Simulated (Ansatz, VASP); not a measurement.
Two plane-wave programs on Zr3TaZn

```
Zr Ta Zn
1.0
     4.90692    0.00000    0.00000
     0.00000    4.90692    0.00000
     0.00000    0.00000    4.90692
Zr Ta Zn
3 1 1
Cartesian
  0.0000 2.4535 2.4535
  2.4535 0.0000 2.4535
  2.4535 2.4535 0.0000
  0.0000 0.0000 0.0000
  2.4535 2.4535 2.4535
```

Alike in both runs: functional PBE; k mesh 8 × 8 × 8; occupations gaussian, width 0.1 eV; collinear spin.

Ansatz relaxed the structure, and its values are those at the end. VASP's run is a single point on that final structure, the one shown.

|  | VASP | Ansatz |
| --- | --- | --- |
| version | VASP 6.6.1 | Ansatz 0.2.0 |
| potentials or method | VASP PAW PBE potentials, release 64 (Zr_sv, Ta_pv, Zn), cutoff 520 eV | scalar-relativistic, plane waves, PAW |
| valence electrons in the cell | 59 | 61 |

VASP gave:

| Quantity | Value |
| --- | --- |
| gap on the k mesh at the Fermi level (eV) | none |
| pressure (GPa) | 0.1 |
| net moment per atom (μB) | 0.00 |

Task: What did Ansatz give for the same quantities?

Result: gap on the k mesh at the Fermi level (eV): none; pressure (GPa): 0.0; net moment per atom (μB): 0.00.

A gap of «none» marks a metal or a gap that the smearing closes. The functional is the same, so the differences come from potentials, cutoffs and numerics. VASP's potentials hold 59 valence electrons a cell and Ansatz's 61, so a difference there can come from the potentials and not from the codes. Ansatz's warnings: seeded moment not kept.

Neither program's run includes spin-orbit coupling.
